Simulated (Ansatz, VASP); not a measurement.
# Two plane-wave programs on TiO2

```
Ti O
1.0
     5.37257    0.00000    0.00000
     0.00000    5.37256    0.00000
    -2.53885    0.00000    4.84957
Ti O
4 8
Cartesian
  2.0516 1.9839 1.2124
  0.7821 3.3887 3.6372
  -0.6347 4.6701 1.2124
  -1.9041 0.7024 3.6372
  -0.5614 4.7332 3.2129
  3.3951 0.6394 1.6366
  2.1257 4.7332 4.0614
  0.7080 0.6394 0.7881
  2.1249 2.0469 3.2129
  0.7089 3.3257 1.6366
  -0.5606 2.0469 4.0614
  3.3943 3.3257 0.7881
```

Alike in both runs: task single point; functional PBE; k mesh 6 × 6 × 6; occupations gaussian, width 0.02 eV; no spin polarisation.

|  | VASP | Ansatz |
| --- | --- | --- |
| version | VASP 6.6.1 | Ansatz 0.2.0 |
| potentials or method | VASP PAW PBE potentials, release 64 (Ti_sv, O), cutoff 520 eV | scalar-relativistic, plane waves, PAW |
| valence electrons in the cell | 96 | 96 |

```tsv
	VASP	Ansatz	Ansatz less VASP
gap on the k mesh at the Fermi level (eV)	2.11	2.13	+0.023
least direct gap on the mesh (eV)	2.16	2.18	+0.023
pressure (GPa)	0.6	-0.1	-0.66
traceless stress, the component that is largest in VASP (GPa)	-1.46	-1.48	-0.022
rms of the force components (eV/Å)	0.010	0.003	-0.0064
```

Atom by atom the forces differ by 0.009 eV/Å (rms over components).
